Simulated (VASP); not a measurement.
# FeSi (Pm-3m) in VASP: notebook

FeSi is run at these levels: PBEsol; tasks: single point.

All numbers are computed with VASP 6.6.1; they aren't measurements. Logs are shortened: lines on timing, memory, paths and dates and some standing lists are left out, and cuts for length are marked.

### Step 1. The cell of the first run

The structure is cubic, space group Pm-3m (No. 221). The conventional cell has a = 2.618 Å, b = 2.618 Å, c = 2.618 Å, α = 90.00°, β = 90.00°, γ = 90.00°. Fe (site symmetry m-3m) has 8 Si at 2.27 Å and 6 Fe at 2.62 Å within 3.0 Å. Within 3.0 Å of Si (site symmetry m-3m) lie 8 Fe at 2.27 Å and 6 Si at 2.62 Å.

### Step 2. Single point, PBEsol (volume scaled by 0.880)

File INCAR:

```
SYSTEM = FeSi
PREC = Accurate
ENCUT = 520
EDIFF = 1E-7
ISMEAR = 0
SIGMA = 0.05
LREAL = .FALSE.
LASPH = .TRUE.
NELM = 80
ALGO = Normal
ISIF = 2
LWAVE = .FALSE.
LCHARG = .TRUE.
GGA = PS
LELF = .TRUE.
LVHAR = .TRUE.
NBANDS = 13
```

File KPOINTS:

```
regular mesh
0
G
  16 16 16
  0 0 0
```

File POSCAR:

```
FeSi
1.0
    2.6180731910      0.0000000000      0.0000000000
    0.0000000000      2.6180731910      0.0000000000
    0.0000000000      0.0000000000      2.6180731910
Fe Si
1 1
Direct
    0.0000000000      0.0000000000      0.0000000000
    0.5000000000      0.5000000000      0.5000000000
```

Potentials or basis: VASP PAW PBE potentials, release 64 (Fe, Si).

Launch:

```
$ cat potpaw_PBE.64/Fe/POTCAR potpaw_PBE.64/Si/POTCAR > POTCAR
$ mpirun -np 1 vasp_std > vasp.out
```

OUTCAR:

```text
SYSTEM = FeSi
   PREC = Accurate
   ENCUT = 520
   EDIFF = 1E-7
   ISMEAR = 0
   LREAL = .FALSE.
   LASPH = .TRUE.
   NELM = 80
   ISIF = 2
   GGA = PS

 ion  position               nearest neighbor table
   1  0.000  0.000  0.000-   2 2.27   2 2.27   2 2.27   2 2.27   2 2.27   2 2.27   2 2.27   2 2.27

   2  0.500  0.500  0.500-   1 2.27   1 2.27   1 2.27   1 2.27   1 2.27   1 2.27   1 2.27   1 2.27

  LATTYP: Found a simple cubic cell.
 ALAT       =     2.6180731910

  Lattice vectors:

 A1 = (   2.6180731910,   0.0000000000,   0.0000000000)
 A2 = (   0.0000000000,   2.6180731910,   0.0000000000)
 A3 = (   0.0000000000,   0.0000000000,   2.6180731910)

Analysis of symmetry for initial positions (statically):
=====================================================================
 Subroutine PRICEL returns:
 Original cell was already a primitive cell.

 Routine SETGRP: Setting up the symmetry group for a
 simple cubic supercell.

 Subroutine GETGRP returns: Found 48 space group operations
 (whereof 48 operations were pure point group operations)
 out of a pool of 48 trial point group operations.

The static configuration has the point symmetry O_h .

Analysis of symmetry for dynamics (positions and initial velocities):
=====================================================================
 Subroutine PRICEL returns:
 Original cell was already a primitive cell.

 Routine SETGRP: Setting up the symmetry group for a
 simple cubic supercell.

 Subroutine GETGRP returns: Found 48 space group operations
 (whereof 48 operations were pure point group operations)
 out of a pool of 48 trial point group operations.

The dynamic configuration has the point symmetry O_h .

 Subroutine INISYM returns: Found 48 space group operations
 (whereof 48 operations are pure point group operations),
 and found     1 'primitive' translations

----------------------------------------------------------------------------------------

                                     Primitive cell

  volume of cell :      17.9451

  direct lattice vectors                    reciprocal lattice vectors
     2.618073191  0.000000000  0.000000000     0.381960292  0.000000000  0.000000000
     0.000000000  2.618073191  0.000000000     0.000000000  0.381960292  0.000000000
     0.000000000  0.000000000  2.618073191     0.000000000  0.000000000  0.381960292

  length of vectors
     2.618073191  2.618073191  2.618073191     0.381960292  0.381960292  0.381960292

  position of ions in fractional coordinates (direct lattice)
     0.000000000  0.000000000  0.000000000
     0.500000000  0.500000000  0.500000000

  ion indices of the primitive-cell ions
   primitive index   ion index
                 1           1
                 2           2

----------------------------------------------------------------------------------------

 KPOINTS: regular mesh

Automatic generation of k-mesh.
 Grid dimensions read from file:
 generate k-points for:   16   16   16

 Generating k-lattice:

  Cartesian coordinates                     Fractional coordinates (reciprocal lattice)
     0.023872518  0.000000000  0.000000000     0.062500000  0.000000000  0.000000000
     0.000000000  0.023872518  0.000000000     0.000000000  0.062500000  0.000000000
     0.000000000  0.000000000  0.023872518     0.000000000  0.000000000  0.062500000

  Length of vectors
     0.023872518  0.023872518  0.023872518

  Shift w.r.t. Gamma in fractional coordinates (k-lattice)
     0.000000000  0.000000000  0.000000000

 Subroutine IBZKPT returns following result:
 ===========================================

 Found    165 irreducible k-points:

 Following reciprocal coordinates:
            Coordinates               Weight
  0.000000  0.000000  0.000000      1.000000
  0.062500  0.000000  0.000000      6.000000
  0.125000  0.000000  0.000000      6.000000
  0.187500  0.000000  0.000000      6.000000
  0.250000  0.000000  0.000000      6.000000
  0.312500  0.000000  0.000000      6.000000
[... 16 lines left out ...]
  0.437500  0.125000  0.000000     24.000000
  0.500000  0.125000  0.000000     12.000000
 [... further k-points ...]
   k-points           NKPTS =    165   k-points in BZ     NKDIM =    165   number of bands    NBANDS=     13
   number of dos      NEDOS =    301   number of ions     NIONS =      2
   total plane-waves  NPLWV =   8000
   dimension x,y,z NGX =    20 NGY =   20 NGZ =   20
   dimension x,y,z NGXF=    40 NGYF=   40 NGZF=   40
   ions per type =               1   1
   NGX,Y,Z   is equivalent  to a cutoff of  12.70, 12.70, 12.70 a.u.
   NGXF,Y,Z  is equivalent  to a cutoff of  25.40, 25.40, 25.40 a.u.
 SYSTEM =  FeSi
   PREC   = accura    normal or accurate (medium, high low for compatibility)
   ISTART =      0    job   : 0-new  1-cont  2-samecut
   ICHARG =      2    charge: 1-file 2-atom 10-const
   ISPIN  =      1    spin polarized calculation?
   LNONCOLLINEAR =      F non collinear calculations
[... 23 lines left out ...]
     AMIX     =   0.40;   BMIX     =  1.00
     AMIX_MAG =   1.60;   BMIX_MAG =  1.00
  volume/ion in A,a.u.               =       8.97        60.55
  Fermi-wavevector in a.u.,A,eV,Ry     =   1.431595  2.705322 27.884648  2.049464
  Thomas-Fermi vector in A             =   2.551314
   LORBIT       =      0    0 simple, 1 ext, 2 COOP (PROOUT), +10 PAW based schemes
   GGA     = PS    functional components
   LHFCALC =     F    Hartree Fock is set to
   AEXX    =    0.0000 exact exchange contribution
   IVDW    =     0    specifies the selected vdW correction
   LEPSILON=     F    determine dielectric tensor
   LRPA    =     F    only Hartree local field effects (RPA)
 non-spin polarized calculation
 Gauss-broadening in eV      SIGMA  =   0.05
  energy-cutoff  :      520.00
  volume of cell :       17.95
 maximum number of plane-waves:       500
 NGX is ok and might be reduce to    20
   NGX =  9   NGY =  9   NGZ =  9

 number of electron      11.9999997 magnetization

 Free energy of the ion-electron system (eV)
  ---------------------------------------------------
  ext. energy  EPLUGINS =         0.00000000
  ---------------------------------------------------
  free energy    TOTEN  =       -15.63923975 eV

  energy without entropy =      -15.63819081  energy(sigma->0) =      -15.63871528

 E-fermi :  13.3834     XC(G=0): -13.9663

 val. band max:       13.3769974305   @ k =   0.5000   0.5000   0.2500
 cond. band min:      13.3839156084   @ k =   0.5000   0.4375   0.4375
 fundamental gap:      0.0069181780
 Fermi energy:        13.3833830115

 k-point     1 :       0.0000    0.0000    0.0000
  band No.  band energies     occupation
      1      -2.3873      2.00000
      2       8.4273      2.00000
      3       8.4273      2.00000
      4      12.2657      2.00000
      5      12.2657      2.00000
      6      12.2657      2.00000
      7      17.1774      0.00000
      8      17.1774      0.00000
      9      17.1774      0.00000
     10      21.9191      0.00000
     11      21.9191      0.00000
     12      29.7941      0.00000
     13      35.2002      0.00000

 k-point     2 :       0.0625    0.0000    0.0000
  band No.  band energies     occupation
      1      -2.2996      2.00000
      2       8.3886      2.00000
      3       8.4656      2.00000
      4      12.1582      2.00000
      5      12.1583      2.00000
      6      12.2750      2.00000
      7      16.6755      0.00000
      8      17.3510      0.00000
      9      17.3510      0.00000
     10      21.8478      0.00000
     11      22.4377      0.00000
     12      30.0318      0.00000
     13      34.3949      0.00000

 k-point     3 :       0.1250    0.0000    0.0000
  band No.  band energies     occupation
      1      -2.0382      2.00000
      2       8.2386      2.00000
      3       8.5769      2.00000
      4      11.8808      2.00000
      5      11.8808      2.00000
      6      12.3014      2.00000
      7      15.6616      0.00000
      8      17.8286      0.00000
      9      17.8286      0.00000
     10      21.6396      0.00000
     11      23.5023      0.00000
     12      30.7661      0.00000
     13      32.8516      0.00000
[... 305 lines left out ...]
 k-point    23 :       0.4375    0.1250    0.0000
  band No.  band energies     occupation
      1       1.7760      2.00000
      2       4.3790      2.00000
      3       9.5750      2.00000
      4      10.1194      2.00000
      5      10.5178      2.00000
      6      12.2350      2.00000
      7      13.7539      0.00000
      8      19.0819      0.00000
      9      21.8102      0.00000
     10      22.8200      0.00000
     11      24.1415      0.00000
     12      25.4180      0.00000
     13      29.1009      0.00000

 k-point    24 :       0.5000    0.1250    0.0000
  band No.  band energies     occupation
      1       2.3815      2.00000
      2       3.7102      2.00000
      3       9.7106      2.00000
      4       9.9954      2.00000
      5      10.4668      2.00000
      6      12.2469      2.00000
      7      13.7574      0.00000
      8      19.2026      0.00000
      9      21.9713      0.00000
     10      23.6126      0.00000
     11      23.6867      0.00000
     12      24.5396      0.00000
     13      29.3654      0.00000

 [... further k-points ...]
[... 5 lines left out ...]
  --------------------------------------------------------------------------------------
  -------------------------------------------------------------------------------------
  Total        5.0503342      5.0503342      5.0503342     -0.0000000     -0.0000000      0.0000000
  in kB      450.9053127    450.9053127    450.9053127     -0.0000000     -0.0000000      0.0000000
  external PRESSURE =     450.9053127 kB  Pullay stress =       0.0000000 kB

 VOLUME and BASIS-vectors are now :
 -----------------------------------------------------------------------------
  energy-cutoff  :      520.00
  volume of cell :       17.95
      direct lattice vectors                 reciprocal lattice vectors
     2.618073191  0.000000000  0.000000000     0.381960292  0.000000000  0.000000000
     0.000000000  2.618073191  0.000000000     0.000000000  0.381960292  0.000000000
     0.000000000  0.000000000  2.618073191     0.000000000  0.000000000  0.381960292

 POSITION                                       TOTAL-FORCE (eV/Angst)
 -----------------------------------------------------------------------------------
      0.00000      0.00000      0.00000         0.000000      0.000000      0.000000
      1.30904      1.30904      1.30904         0.000000      0.000000      0.000000
 -----------------------------------------------------------------------------------
    total drift:                                0.000000      0.000000     -0.000000

  FREE ENERGIE OF THE ION-ELECTRON SYSTEM (eV)
  ---------------------------------------------------
  free  energy   TOTEN  =       -15.6392397452 eV

  energy  without entropy=      -15.6381908074  energy(sigma->0) =      -15.63871528
```

Wall time 13 s (1 thread of Intel Xeon 6975P-C (Granite Rapids), shared host); peak memory 0.16 GiB.

Results:

```
Free energy            : -15.6392 eV
Pressure               : 45.1 GPa
Band gap on the k mesh : zero (band 6 reaches 13.77 eV, above the bottom of band 7 at 13.34 eV)
```

Levels at points of the mesh, in eV from the Fermi level:
```csv
k point,band 4,band 5,band 6,band 7,band 8,band 9
"(0.00, 0.00, 0.00)",-1.12,-1.12,-1.12,3.79,3.79,3.79
"(0.50, 0.00, 0.00)",-3.00,-3.00,-0.87,0.40,6.34,10.29
"(0.50, 0.50, 0.00)",-4.81,-2.40,-2.40,-0.04,3.25,3.30
"(0.50, 0.50, 0.50)",-0.44,0.03,0.03,1.44,1.44,1.44
```

Caveat: the cell differs from its parent crystal (volume scaled by 0.880); the PAW data sets were made with another functional, which shifts forces and pressure a little.

### Step 3. Single point, PBEsol (volume scaled by 0.920)

INCAR: that of step 2 with these lines changed.

```diff
@@ -12,6 +12,4 @@
 LWAVE = .FALSE.
-LCHARG = .TRUE.
+LCHARG = .FALSE.
 GGA = PS
-LELF = .TRUE.
-LVHAR = .TRUE.
 NBANDS = 13
```

File KPOINTS:

```
Automatic mesh
0
G
  16 16 16
  0 0 0
```

File POSCAR:

```
FeSi
1.0
    2.6571546720      0.0000000000      0.0000000000
    0.0000000000      2.6571546720      0.0000000000
    0.0000000000      0.0000000000      2.6571546720
Fe Si
1 1
Direct
    0.0000000000      0.0000000000      0.0000000000
    0.5000000000      0.5000000000      0.5000000000
```

Potentials or basis: VASP PAW PBE potentials, release 64 (Fe, Si).

Launch:

```
$ cat potpaw_PBE.64/Fe/POTCAR potpaw_PBE.64/Si/POTCAR > POTCAR
$ mpirun -np 1 vasp_std > vasp.out
```

Run time: 12 s. Hardware: 1 thread of Intel Xeon 6975P-C (Granite Rapids), shared host; peak memory 0.15 GiB.

Results (log left out):

| Quantity | Value |
| --- | --- |
| Free energy | -15.8204 eV |
| Pressure | 26.7 GPa |
| Band gap on the k mesh | zero (band 6 reaches 12.92 eV, above the bottom of band 7 at 12.63 eV) |

Levels at points of the mesh, in eV from the Fermi level:
```tsv
k point	band 2	band 3	band 4	band 5	band 6	band 7	band 8	band 9	band 10	band 11
(0.00, 0.00, 0.00)	-4.62	-4.62	-1.03	-1.03	-1.03	3.63	3.63	3.63	8.40	8.40
(0.50, 0.00, 0.00)	-9.67	-3.51	-2.81	-2.81	-0.80	0.38	6.44	9.82	9.82	10.30
(0.50, 0.50, 0.00)	-5.65	-5.65	-4.53	-2.23	-2.23	-0.03	3.02	3.10	9.30	14.64
(0.50, 0.50, 0.50)	-6.88	-6.88	-0.75	0.03	0.03	1.49	1.49	1.49	5.01	5.01
```

Caveat: the cell differs from its parent crystal (volume scaled by 0.920); the PAW data sets were made with another functional, which shifts forces and pressure a little. Spin polarisation is off, so any magnetic state and its effect on volume and gap are missing.

### Step 4. Single point, PBEsol (volume scaled by 0.960)

File INCAR:

```
ALGO = Normal
EDIFF = 1E-6
ENCUT = 520
GGA = PS
ISIF = 2
ISMEAR = 0
LASPH = T
LCHARG = F
LREAL = F
LWAVE = F
NBANDS = 13
NELM = 80
PREC = Accurate
SIGMA = 0.05
```

File KPOINTS:

```
k-points
0
Gamma
  16 16 16
```

File POSCAR:

```
FeSi
1.0
    2.6951191537      0.0000000000      0.0000000000
    0.0000000000      2.6951191537      0.0000000000
    0.0000000000      0.0000000000      2.6951191537
Fe Si
1 1
Direct
    0.0000000000      0.0000000000      0.0000000000
    0.5000000000      0.5000000000      0.5000000000
```

Launch:

```
$ cat potpaw_PBE.64/Fe/POTCAR potpaw_PBE.64/Si/POTCAR > POTCAR
$ mpirun -np 1 vasp_std > vasp.out
```

Run time: 12 s. Hardware: 1 thread of Intel Xeon 6975P-C (Granite Rapids), shared host; peak memory 0.16 GiB.

The run converged. Its results:

| Item | Value |
| --- | --- |
| Free energy | -15.9172 eV |
| Pressure | 12.0 GPa |
| Band gap on the k mesh | zero (band 6 reaches 12.10 eV, above the bottom of band 7 at 11.98 eV) |

Levels at points of the mesh, in eV from the Fermi level:
| k point | band 4 | band 5 | band 6 | band 7 | band 8 | band 9 |
| --- | --- | --- | --- | --- | --- | --- |
| (0.00, 0.00, 0.00) | -0.95 | -0.95 | -0.95 | 3.49 | 3.49 | 3.49 |
| (0.50, 0.00, 0.00) | -2.65 | -2.65 | -0.74 | 0.36 | 6.52 | 9.39 |
| (0.50, 0.50, 0.00) | -4.27 | -2.07 | -2.07 | -0.02 | 2.77 | 2.96 |
| (0.50, 0.50, 0.50) | -1.03 | 0.04 | 0.04 | 1.53 | 1.53 | 1.53 |

Caveat: the cell differs from its parent crystal (volume scaled by 0.960); the PAW data sets were made with another functional, which shifts forces and pressure a little. Spin polarisation is off, so any magnetic state and its effect on volume and gap are missing.

### Step 5. Single point, PBEsol (volume scaled by 0.720)

File INCAR:

```
  ALGO = Normal
  EDIFF = 1E-7
  ENCUT = 520
  GGA = PS
  ISIF = 2
  ISMEAR = 0
  LASPH = True
  LCHARG = False
  LREAL = False
  LWAVE = False
  NBANDS = 13
  NELM = 80
  PREC = Accurate
  SIGMA = 0.05
```

File KPOINTS:

```
k-points
0
Gamma
  18 18 18
```

File POSCAR:

```
FeSi
1.0
    2.4486782572      0.0000000000      0.0000000000
    0.0000000000      2.4486782572      0.0000000000
    0.0000000000      0.0000000000      2.4486782572
Fe Si
1 1
Direct
    0.0000000000      0.0000000000      0.0000000000
    0.5000000000      0.5000000000      0.5000000000
```

Launch:

```
$ cat potpaw_PBE.64/Fe/POTCAR potpaw_PBE.64/Si/POTCAR > POTCAR
$ mpirun -np 1 vasp_std > vasp.out
```

Run time: 12 s. Hardware: 1 thread of Intel Xeon 6975P-C (Granite Rapids), shared host; peak memory 0.16 GiB.

The run converged. Its results:

```
Free energy            : -13.5450 eV
Pressure               : 181.9 GPa
Band gap on the k mesh : zero (band 6 reaches 18.17 eV, above the bottom of band 7 at 16.85 eV)
```

Levels at points of the mesh, in eV from the Fermi level:
```tsv
k point	band 3	band 4	band 5	band 6	band 7	band 8	band 9	band 10
(0.00, 0.00, 0.00)	-6.69	-1.54	-1.54	-1.54	4.75	4.75	4.75	9.26
(0.50, 0.00, 0.00)	-5.11	-3.90	-3.90	-1.19	0.61	5.83	11.43	11.43
(0.50, 0.50, 0.00)	-6.63	-6.19	-3.31	-3.31	-0.06	4.11	4.81	11.88
(0.50, 0.50, 0.50)	-9.03	0.04	0.04	1.25	1.36	1.36	1.36	6.61
```

Caveat: the cell differs from its parent crystal (volume scaled by 0.720); the PAW data sets were made with another functional, which shifts forces and pressure a little.

### Step 6. Single point, PBEsol

This run uses another cell than the first one, of 10.20 Å³/atom, 1.136 times its volume.

File INCAR:

```
SYSTEM = FeSi
PREC     = Accurate       ! precision mode
ENCUT    = 520            ! plane-wave cutoff, eV
EDIFF    = 1E-7           ! SCF threshold, eV
ISMEAR   = 0              ! smearing method
SIGMA    = 0.05           ! smearing width, eV
LREAL    = .FALSE.        ! projectors in reciprocal space
LASPH    = .TRUE.         ! aspherical terms in the spheres
NELM     = 80             ! most SCF steps
ALGO     = Normal         ! electronic algorithm
ISIF     = 2              ! what is computed and relaxed
LWAVE    = .FALSE.        ! write WAVECAR
LCHARG   = .FALSE.        ! write CHGCAR
GGA      = PS             ! functional
NBANDS   = 13             ! bands
```

File KPOINTS:

```
regular mesh
0
G
  16 16 16
  0 0 0
```

File POSCAR:

```
FeSi
1.0
    2.7320431825      0.0000000000      0.0000000000
    0.0000000000      2.7320431825      0.0000000000
    0.0000000000      0.0000000000      2.7320431825
Fe Si
1 1
Direct
    0.0000000000      0.0000000000      0.0000000000
    0.5000000000      0.5000000000      0.5000000000
```

Potentials or basis: VASP PAW PBE potentials, release 64 (Fe, Si).

Launch:

```
$ cat potpaw_PBE.64/Fe/POTCAR potpaw_PBE.64/Si/POTCAR > POTCAR
$ mpirun -np 1 vasp_std > vasp.out
```

Run time: 14 s. Hardware: 1 thread of Intel Xeon 6975P-C (Granite Rapids), shared host; peak memory 0.16 GiB.

It converged, with:

* Free energy: -15.9482 eV
* Pressure: 0.6 GPa
* Band gap on the k mesh: zero (band 6 reaches 11.49 eV, above the bottom of band 7 at 11.35 eV)

Levels at points of the mesh, in eV from the Fermi level:
| k point | band 3 | band 4 | band 5 | band 6 | band 7 | band 8 | band 9 | band 10 |
| --- | --- | --- | --- | --- | --- | --- | --- | --- |
| (0.00, 0.00, 0.00) | -4.02 | -0.87 | -0.87 | -0.87 | 3.38 | 3.38 | 3.38 | 8.18 |
| (0.50, 0.00, 0.00) | -3.06 | -2.48 | -2.48 | -0.67 | 0.35 | 6.62 | 9.01 | 9.01 |
| (0.50, 0.50, 0.00) | -5.26 | -4.03 | -1.91 | -1.91 | 0.00 | 2.56 | 2.85 | 8.60 |
| (0.50, 0.50, 0.50) | -6.22 | -1.26 | 0.06 | 0.06 | 1.60 | 1.60 | 1.60 | 4.58 |

Caveat: the PAW data sets were made with another functional, which shifts forces and pressure a little. Spin polarisation is off, so any magnetic state and its effect on volume and gap are missing.

### Step 7. Overview

| cell | k mesh | gap on the mesh (eV) | pressure (GPa) |
| --- | --- | --- | --- |
| a = 2.618 Å, 2 atoms | 16 × 16 × 16 | none | 45.1 |
| a = 2.657 Å, 2 atoms | 16 × 16 × 16 | none | 26.7 |
| a = 2.695 Å, 2 atoms | 16 × 16 × 16 | none | 12.0 |
| a = 2.449 Å, 2 atoms | 18 × 18 × 18 | none | 181.9 |
| a = 2.732 Å, 2 atoms | 16 × 16 × 16 | none | 0.6 |

Alike in all rows: task single point; level PBEsol; potentials or basis VASP PAW PBE potentials, release 64 (Fe, Si); no spin polarisation; cutoff (eV) 520; smearing gaussian 0.05 eV.

Caveats: the PAW data sets were made with another functional, which shifts forces and pressure a little.

Absolute energies hang on the potentials; compare differences alone.
